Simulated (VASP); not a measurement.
A run of VASP 6.6.1 is set up as follows.

Contents of INCAR:

```
ALGO = Normal ; EDIFF = 1E-7
ENCUT = 520 ; GGA = PS
ISIF = 2 ; ISMEAR = 0
LASPH = T ; LCHARG = F
LREAL = F ; LWAVE = F
NBANDS = 28 ; NELM = 60
PREC = Accurate ; SIGMA = 0.05
```

File KPOINTS:

```
k-points
0
Gamma
  8 8 8
```

The input POSCAR:

```
SrTiO3
1.0
    3.8396261655      0.0000000000      0.0000000000
    0.0000000000      3.8396261655      0.0000000000
    0.0000000000      0.0000000000      3.8913815400
Sr Ti O
1 1 3
Direct
    0.0024043448      0.0000000000      0.0000000000
    0.5059354150      0.5000000000      0.5000000000
   -0.0096992381      0.5000000000      0.5000000000
    0.4893868027      0.0000000000      0.5000000000
    0.4893868027      0.5000000000      0.0000000000
```

Potentials or basis: VASP PAW PBE potentials, release 64 (Sr_sv, Ti_sv, O).

Launch:

```bash
$ cat potpaw_PBE.64/Sr_sv/POTCAR potpaw_PBE.64/Ti_sv/POTCAR potpaw_PBE.64/O/POTCAR > POTCAR
$ mpirun -np 1 vasp_std > vasp.out
```

What does it give for the band gap on the k mesh?

1.87 eV (least direct gap 2.25 eV).

Predict the largest force.

0.204 eV/Å.

Predict the pressure.

6.3 GPa.

Stress tensor (GPa, compression positive):
```
8.12 0.00 0.00
0.00 7.23 0.00
0.00 0.00 3.57
```

Caveat: the cell differs from its parent crystal (atoms displaced along a vibrational mode, the cell strained); the cell stands under pressure; the PAW data sets were made with another functional, which shifts forces and pressure a little. A k mesh can miss the band edges.
